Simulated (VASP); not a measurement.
The system is Si4Cl.

```
Si Cl
1.0
     3.81820   -4.95005    0.00000
     3.81820    4.95005    0.00000
     0.00000    0.00000    3.25992
Si Cl
4 1
Direct
  0.31805 0.31805 0.00000
  0.36813 0.63187 0.50000
  0.63187 0.36813 0.50000
  0.68195 0.68195 0.00000
  0.00000 0.00000 0.00000
```

The cell was built from a structure type or drawn by symmetry, and may not be a known phase.

| Quantity | Value |
| --- | --- |
| Program | VASP 6.6.1 |
| Task | relaxation of cell and atoms |
| Functional | PBE |
| Potentials or basis | VASP PAW PBE potentials, release 64 (Si, Cl) |
| Cutoff | 600 eV |
| k mesh | 6 × 6 × 12 |
| Occupations | gaussian, width 0.1 eV |
| Spin | no spin polarisation |

At the start: pressure 0.0 GPa; volume 24.65 Å³/atom.

Task: How do energy, volume and symmetry change on relaxing?

Result: Over 16 steps the energy falls by 9.3 meV/atom and the volume is 24.25 Å³/atom (-1.6 %); space group Cmmm (No. 65, to 0.1 Å) before and after.

The path:
```tsv
step	energy change (eV)	largest force (eV/Å)	pressure (GPa)	volume (Å³)
1	0.0000	0.2930	0.04	123.23
2	-0.0444	0.0717	0.13	123.29
3	-0.0444	0.0771	0.13	123.29
4	-0.0452	0.0366	-0.03	123.64
5	-0.0453	0.0224	-0.09	123.76
6	-0.0454	0.0191	-0.01	123.56
7	-0.0454	0.0188	-0.01	123.56
8	-0.0455	0.0165	-0.01	123.47
9	-0.0456	0.0096	0.00	123.18
10	-0.0459	0.0081	0.01	122.61
11	-0.0458	0.0322	0.05	121.48
12	-0.0459	0.0184	0.03	122.12
13	-0.0460	0.0181	0.03	122.08
14	-0.0460	0.0162	0.03	121.96
15	-0.0462	0.0128	0.03	121.72
16	-0.0463	0.0060	0.03	121.24
```

Final structure:
```
Si Cl
1.0
     3.74733   -4.88567    0.00000
     3.74733    4.88567    0.00000
     0.00000    0.00000    3.31098
Si Cl
4 1
Direct
  0.32091 0.32091 0.00000
  0.36398 0.63602 0.50000
  0.63602 0.36398 0.50000
  0.67909 0.67909 0.00000
  0.00000 0.00000 0.00000
```

Caveat: an odd number of electrons without spin polarisation forces a metal; a magnetic or distorted state may lie lower.
